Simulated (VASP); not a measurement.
Input of a VASP 6.6.1 run:

File INCAR:

```
PREC = Accurate
ENCUT = 500
EDIFF = 1E-6
ISMEAR = 0
SIGMA = 0.1
LREAL = F
LASPH = T
NELM = 120
ALGO = Normal
ISIF = 2
LWAVE = F
LCHARG = T
GGA = PS
LELF = T
LVHAR = T
NBANDS = 12
GGA_COMPAT = F
```

Contents of KPOINTS:

```
Automatic mesh
0
Gamma
  8 8 8
```

The input POSCAR:

```
Ti
1.0
   -1.6300483685      1.6300483685      1.6300483685
    1.6300483685     -1.6300483685      1.6300483685
    1.6300483685      1.6300483685     -1.6300483685
Ti
1
Direct
    0.0000000000      0.0000000000      0.0000000000
```

Potentials or basis: VASP PAW PBE potentials, release 64 (Ti_sv).

Run with:

```bash
$ cat potpaw_PBE.64/Ti_sv/POTCAR > POTCAR
$ mpirun -np 1 vasp_std > vasp.out
```

Problem. What does it give for the pressure?

Solution. -5.2 GPa.

Problem. What does it give for the band gap on the k mesh?

Solution. Zero (bands 6 and 7 overlap by 1.60 eV).

Caveat: the cell stands under tension; the PAW data sets were made with another functional, which shifts forces and pressure a little.
